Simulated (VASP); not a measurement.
# CdS (F-43m) in VASP: further runs, part 2 of 2

VASP 6.6.1. Earlier steps stand in the parts before.

**4. G0W0 quasiparticle levels, PBE**

POSCAR

```
CdS
1.0
    0.0000000000      2.9090000000      2.9090000000
    2.9090000000      0.0000000000      2.9090000000
    2.9090000000      2.9090000000      0.0000000000
Cd S
1 1
Direct
    0.0000000000      0.0000000000      0.0000000000
    0.2500000000      0.2500000000      0.2500000000
```

INCAR.step1

```
SYSTEM = CdS
ALGO     = Normal         ! electronic algorithm
EDIFF    = 1E-8           ! SCF threshold, eV
ENCUT    = 500            ! plane-wave cutoff, eV
GGA      = PE             ! functional
ISMEAR   = 0              ! smearing method
LASPH    = .True.         ! aspherical terms in the spheres
LCHARG   = .False.        ! write CHGCAR
LREAL    = .False.        ! projectors in reciprocal space
LWAVE    = .True.         ! write WAVECAR
NELM     = 60             ! most SCF steps
PREC     = Accurate       ! precision mode
SIGMA    = 0.01           ! smearing width, eV
```

INCAR.step2

```
SYSTEM = CdS
ALGO     = Exact          ! electronic algorithm
EDIFF    = 1E-8           ! SCF threshold, eV
ENCUT    = 500            ! plane-wave cutoff, eV
GGA      = PE             ! functional
ISMEAR   = 0              ! smearing method
ISTART   = 1            
LASPH    = .True.         ! aspherical terms in the spheres
LCHARG   = .False.        ! write CHGCAR
LOPTICS  = .True.         ! frequency-dependent dielectric function
LREAL    = .False.        ! projectors in reciprocal space
LWAVE    = .True.         ! write WAVECAR
NBANDS   = 244            ! bands
NELM     = 1              ! most SCF steps
PREC     = Accurate       ! precision mode
SIGMA    = 0.01           ! smearing width, eV
```

INCAR.step3

```
SYSTEM = CdS
ALGO     = EVGW0          ! electronic algorithm
EDIFF    = 1E-8           ! SCF threshold, eV
ENCUT    = 500            ! plane-wave cutoff, eV
ENCUTGW  = 113.3          ! cutoff of the response function
GGA      = PE             ! functional
ISMEAR   = 0              ! smearing method
ISTART   = 1            
LASPH    = .True.         ! aspherical terms in the spheres
LCHARG   = .False.        ! write CHGCAR
LREAL    = .False.        ! projectors in reciprocal space
LWAVE    = .False.        ! write WAVECAR
NBANDS   = 244            ! bands
NBANDSGW = 17           
NELMGW   = 1            
NOMEGA   = 48             ! frequency points
PREC     = Accurate       ! precision mode
PRECFOCK = Fast         
SIGMA    = 0.01           ! smearing width, eV
```

KPOINTS

```
k-points
0
Gamma
  2 2 2
  0 0 0
```

Potentials or basis: VASP PAW PBE potentials, release 64 (Cd_GW, S_GW).

Command:

```console
cat potpaw_PBE.64/Cd_GW/POTCAR potpaw_PBE.64/S_GW/POTCAR > POTCAR
cp INCAR.step1 INCAR
mpirun -np 1 vasp_std > vasp.out
cp INCAR.step2 INCAR
mpirun -np 1 vasp_std > vasp.out
cp INCAR.step3 INCAR
mpirun -np 1 vasp_std > vasp.out
```

OUTCAR:

```text
SYSTEM = CdS
   EDIFF = 1E-8
   ENCUT = 500
   ENCUTGW = 113.3
   GGA = PE
   ISMEAR = 0
   ISTART = 1
   LASPH = .True.
   LREAL = .False.
   NELMGW = 1
   PREC = Accurate
   PRECFOCK = Fast

 ion  position               nearest neighbor table
   1  0.000  0.000  0.000-   2 2.52   2 2.52   2 2.52   2 2.52
   2  0.250  0.250  0.250-   1 2.52   1 2.52   1 2.52   1 2.52

  LATTYP: Found a face centered cubic cell.
 ALAT       =     5.8180000000

  Lattice vectors:

 A1 = (   0.0000000000,   2.9090000000,   2.9090000000)
 A2 = (   2.9090000000,   0.0000000000,   2.9090000000)
 A3 = (   2.9090000000,   2.9090000000,   0.0000000000)

Analysis of symmetry for initial positions (statically):
=====================================================================
 Subroutine PRICEL returns:
 Original cell was already a primitive cell.

 Routine SETGRP: Setting up the symmetry group for a
 face centered cubic supercell.

 Subroutine GETGRP returns: Found 24 space group operations
 (whereof 24 operations were pure point group operations)
 out of a pool of 48 trial point group operations.

The static configuration has the point symmetry T_d .

Analysis of symmetry for dynamics (positions and initial velocities):
=====================================================================
 Subroutine PRICEL returns:
 Original cell was already a primitive cell.

 Routine SETGRP: Setting up the symmetry group for a
 face centered cubic supercell.

 Subroutine GETGRP returns: Found 24 space group operations
 (whereof 24 operations were pure point group operations)
 out of a pool of 48 trial point group operations.

The dynamic configuration has the point symmetry T_d .

 Subroutine INISYM returns: Found 24 space group operations
 (whereof 24 operations are pure point group operations),
 and found     1 'primitive' translations

----------------------------------------------------------------------------------------

                                     Primitive cell

  volume of cell :      49.2336

  direct lattice vectors                    reciprocal lattice vectors
     0.000000000  2.909000000  2.909000000    -0.171880371  0.171880371  0.171880371
     2.909000000  0.000000000  2.909000000     0.171880371 -0.171880371  0.171880371
     2.909000000  2.909000000  0.000000000     0.171880371  0.171880371 -0.171880371

  length of vectors
     4.113947253  4.113947253  4.113947253     0.297705536  0.297705536  0.297705536

  position of ions in fractional coordinates (direct lattice)
     0.000000000  0.000000000  0.000000000
     0.250000000  0.250000000  0.250000000

  ion indices of the primitive-cell ions
   primitive index   ion index
                 1           1
                 2           2

----------------------------------------------------------------------------------------

 KPOINTS: k-points

Automatic generation of k-mesh.
 Grid dimensions read from file:
 generate k-points for:    2    2    2

 Generating k-lattice:

  Cartesian coordinates                     Fractional coordinates (reciprocal lattice)
    -0.085940186  0.085940186  0.085940186     0.500000000  0.000000000  0.000000000
     0.085940186 -0.085940186  0.085940186     0.000000000  0.500000000  0.000000000
     0.085940186  0.085940186 -0.085940186     0.000000000  0.000000000  0.500000000

  Length of vectors
     0.148852768  0.148852768  0.148852768

  Shift w.r.t. Gamma in fractional coordinates (k-lattice)
     0.000000000  0.000000000  0.000000000

 Subroutine IBZKPT returns following result:
 ===========================================

 Found      3 irreducible k-points:

 Following reciprocal coordinates:
            Coordinates               Weight
  0.000000  0.000000  0.000000      1.000000
  0.500000  0.000000  0.000000      4.000000
  0.500000  0.500000  0.000000      3.000000
   k-points           NKPTS =      3   k-points in BZ     NKDIM =      8   number of bands    NBANDS=    244
   number of dos      NEDOS =    301   number of ions     NIONS =      2
   total plane-waves  NPLWV =  27000
   dimension x,y,z NGX =    30 NGY =   30 NGZ =   30
   dimension x,y,z NGXF=    60 NGYF=   60 NGZF=   60
   ions per type =               1   1
   NGX,Y,Z   is equivalent  to a cutoff of  12.12, 12.12, 12.12 a.u.
   NGXF,Y,Z  is equivalent  to a cutoff of  24.25, 24.25, 24.25 a.u.
 SYSTEM =  CdS
   PREC   = accura    normal or accurate (medium, high low for compatibility)
   ISTART =      1    job   : 0-new  1-cont  2-samecut
   ICHARG =      0    charge: 1-file 2-atom 10-const
   ISPIN  =      1    spin polarized calculation?
   LNONCOLLINEAR =      F non collinear calculations
   LSORBIT =      F    spin-orbit coupling
   LASPH  =      T    aspherical Exc in radial PAW
   ENCUT  =  500.0 eV  36.75 Ry    6.06 a.u.   7.50  7.50  7.50*2*pi/ulx,y,z
   NELM   =     60;   NELMIN=  2; NELMDL=  0     # of ELM steps
   EDIFF  = 0.1E-07   stopping-criterion for ELM
   LREAL  =      F    real-space projection
   EDIFFG = 0.1E-06   stopping-criterion for IOM
   NSW    =      0    number of steps for IOM
   IBRION =     -1    ionic relax: 0-MD 1-quasi-New 2-CG
   NFREE  =      0    steps in history (QN), initial steepest desc. (CG)
   ISIF   =      0    stress and relaxation
   ISYM   =      3    0-nonsym 1-usesym 2-fastsym
   POTIM  = 0.5000    time-step for ionic-motion
   TEBEG  =    0.0;   TEEND  =   0.0 temperature during run
   PSTRESS=    0.0 pullay stress
   NELECT =      18.0000    total number of electrons
   NUPDOWN=      -1.0000    fix difference up-down
   EMIN   =  10.00;   EMAX   =-10.00  energy-range for DOS
   EFERMI =   0.00;   METHOD = LEGACY
   ISMEAR =     0;   SIGMA  =   0.01  broadening in eV -4-tet -1-fermi 0-gaus
   EFERMI_NEDOS =   21; number of points for ismear=-14 and -15
   IALGO  =     38    algorithm
   IMIX   =      4    mixing-type and parameters
     AMIX     =   0.40;   BMIX     =  1.00
     AMIX_MAG =   1.60;   BMIX_MAG =  1.00
  volume/ion in A,a.u.               =      24.62       166.12
  Fermi-wavevector in a.u.,A,eV,Ry     =   1.170609  2.212131 18.644417  1.370326
  Thomas-Fermi vector in A             =   2.307065
   LORBIT       =      0    0 simple, 1 ext, 2 COOP (PROOUT), +10 PAW based schemes
   GGA     = PE    functional components
   LHFCALC =     T    Hartree Fock is set to
   PRECFOCK=fast      Normal, Fast or Accurate (Low or Medium for compatibility)
   ENCUT4O =  -1.0   cutoff for four orbital integrals eV
   NKREDX  =     1    reduce k-point grid by
   NKREDY  =     1    reduce k-point grid by
   NKREDZ  =     1    reduce k-point grid by
   AEXX    =    1.0000 exact exchange contribution
   HFSCREEN=    0.0000 screening length (either q_TF or 0.3 A-1)
   HFSCREENC=   0.0000 screening length for correlation (either q_TF or 0.3 A-1)
   ENCUTFOCK=  -1.0 apply spherical cutoff to Coloumb kernel
   IVDW    =     0    specifies the selected vdW correction
   LEPSILON=     F    determine dielectric tensor
   LRPA    =     F    only Hartree local field effects (RPA)
   LRPAFORCE           =     F    calculate RPA forces
   ENCUTGW             = 113.3    cutoff for response function in eV
   ENCUTGWSOFT         =  90.6    soft cutoff for Coulomb kernel in GW response function in eV
   ENCUTLF             =  -1.0    cutoff for local field effects
   NELMGW              =     1    number of iterations in solving QP/BSE equation
   NELMHF              =     1    number of iterations in the inner HF iteration
   NKREDLFX            =     1    NKREDLFY  =   1   NKREDLFZ  =   1
 non-spin polarized calculation
 Gauss-broadening in eV      SIGMA  =   0.01
  energy-cutoff  :      500.00
  volume of cell :       49.23
 maximum number of plane-waves:      1243
 NGX is ok and might be reduce to    30
  NGX = 16; NGY = 16; NGZ = 16
   NGX = 15   NGY = 15   NGZ = 15
 maximum number of plane-waves:       138

 QP shifts <psi_nk| G(iteration)W_0 |psi_nk>: iteration 1
 for sc-GW calculations column KS-energies equals QP-energies in previous step
 and V_xc(KS)=  KS-energies - (<T + V_ion + V_H > + <T+V_H+V_ion>^1  + <V_x>^1)

 k-point   1 :       0.0000    0.0000    0.0000
  band No.  KS-energies  QP-energies   sigma(KS)   V_xc(KS)     V^pw_x(r,r')   Z            occupation Imag(sigma)

      1      -9.3289      -9.6565     -13.5021     -12.9606     -20.8300       0.6049       2.0000       1.0675
      2      -5.0443      -6.6833     -17.5374     -15.1940     -23.0596       0.6994       2.0000       0.4829
      3      -5.0443      -6.6833     -17.5374     -15.1940     -23.0596       0.6994       2.0000       0.4829
      4      -5.0443      -6.6833     -17.5374     -15.1940     -23.0596       0.6994       2.0000       0.4829
      5      -4.5937      -6.3100     -17.9284     -15.4940     -23.2935       0.7051       2.0000       0.4420
      6      -4.5937      -6.3100     -17.9284     -15.4940     -23.2935       0.7051       2.0000       0.4420
[... 9 lines left out ...]
     16      14.3851      13.9880      -8.2697      -7.7305      -2.2742       0.7365       0.0000      -0.3945
     17      16.1265      15.7188      -7.6349      -7.1117      -2.0377       0.7793       0.0000      -0.4996

 k-point   2 :       0.5000    0.0000    0.0000
  band No.  KS-energies  QP-energies   sigma(KS)   V_xc(KS)     V^pw_x(r,r')   Z            occupation Imag(sigma)

      1      -8.8856      -9.3406     -14.3389     -13.6053     -21.4638       0.6203       2.0000       0.9684
      2      -4.9289      -6.5795     -17.6298     -15.2701     -23.1145       0.6995       2.0000       0.4745
      3      -4.9289      -6.5795     -17.6298     -15.2701     -23.1145       0.6995       2.0000       0.4745
      4      -4.5538      -6.2697     -17.9865     -15.5545     -23.3723       0.7056       2.0000       0.4441
      5      -4.5538      -6.2697     -17.9865     -15.5545     -23.3723       0.7056       2.0000       0.4441
      6      -4.1694      -5.7774     -17.7539     -15.4868     -23.1453       0.7093       2.0000       0.4788
[... 9 lines left out ...]
     16      15.2771      15.5860     -10.4478     -10.8645      -4.7113       0.7414       0.0000      -0.2692
     17      16.7261      16.9544     -10.1967     -10.5094      -4.1380       0.7299       0.0000      -0.3670

 k-point   3 :       0.5000    0.5000    0.0000
  band No.  KS-energies  QP-energies   sigma(KS)   V_xc(KS)     V^pw_x(r,r')   Z            occupation Imag(sigma)

      1      -8.7500      -9.2641     -14.6196     -13.8151     -21.6769       0.6390       2.0000       0.9465
      2      -4.8460      -6.5055     -17.3364     -14.9800     -22.6648       0.7042       2.0000       0.4520
      3      -4.7040      -6.3855     -17.9359     -15.5445     -23.4142       0.7032       2.0000       0.4759
      4      -4.7040      -6.3855     -17.9359     -15.5445     -23.4142       0.7032       2.0000       0.4759
      5      -4.5066      -6.2290     -18.0218     -15.5888     -23.4028       0.7080       2.0000       0.4401
      6      -4.0905      -5.6326     -17.4939     -15.3044     -22.8585       0.7043       2.0000       0.4761
[... 9 lines left out ...]
     16      16.2242      16.5287     -10.5389     -10.9517      -4.7984       0.7374       0.0000      -0.2811
     17      16.2242      16.5287     -10.5389     -10.9517      -4.7984       0.7374       0.0000      -0.2811
```

Wall time 73 s (1 thread of Intel Xeon 8259CL, shared host); peak memory 0.32 GiB.

Results:

```
Band gap on the k mesh, mean-field level : 1.00 eV, direct
Quasiparticle gap                        : 1.55 eV
Least direct quasiparticle gap           : 1.55 eV
```

Caveat: the k points lie up to 0.94 Å⁻¹ apart; bands, screening cutoff and mesh are small and nothing is extrapolated, so the quasiparticle values aren't converged.
